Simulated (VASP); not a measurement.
A run of VASP 6.6.1:

INCAR

```
SYSTEM = LiH
PREC = Accurate
ENCUT = 750
EDIFF = 1E-7
ISMEAR = 0
SIGMA = 0.02
LREAL = .FALSE.
LASPH = .TRUE.
NELM = 120
ALGO = Normal
ISIF = 3
LWAVE = .FALSE.
LCHARG = .FALSE.
GGA = PE
IBRION = 2
NSW = 50
EDIFFG = -0.003
GGA_COMPAT = .FALSE.
NELMIN = 4
```

File KPOINTS:

```
regular mesh
0
G
  10 10 10
  0 0 0
```

Contents of POSCAR:

```
LiH
1.0
    0.0000000000      2.0118418598      2.0118418598
    2.0118418598      0.0000000000      2.0118418598
    2.0118418598      2.0118418598      0.0000000000
Li H
1 1
Direct
    0.0000000000      0.0000000000      0.0000000000
    0.5000000000      0.5000000000      0.5000000000
```

Potentials or basis: VASP PAW PBE potentials, release 64 (Li_sv, H).

The run is started by

```bash
$ cat potpaw_PBE.64/Li_sv/POTCAR potpaw_PBE.64/H/POTCAR > POTCAR
$ mpirun -np 1 vasp_std > vasp.out
```

Hardware: 1 thread of Intel(R) Xeon(R) Platinum 8259CL CPU @ 2.50GHz (Skylake/Cascade Lake), with other jobs on the host.

Task: How long does it take, and how much memory?

Result: Run time: 18 s on 1 thread of Intel(R) Xeon(R) Platinum 8259CL CPU @ 2.50GHz (Skylake/Cascade Lake), with other jobs on the host, peak memory 0.15 GiB. Counts: scf iterations 29, k points 47, ion steps 4.
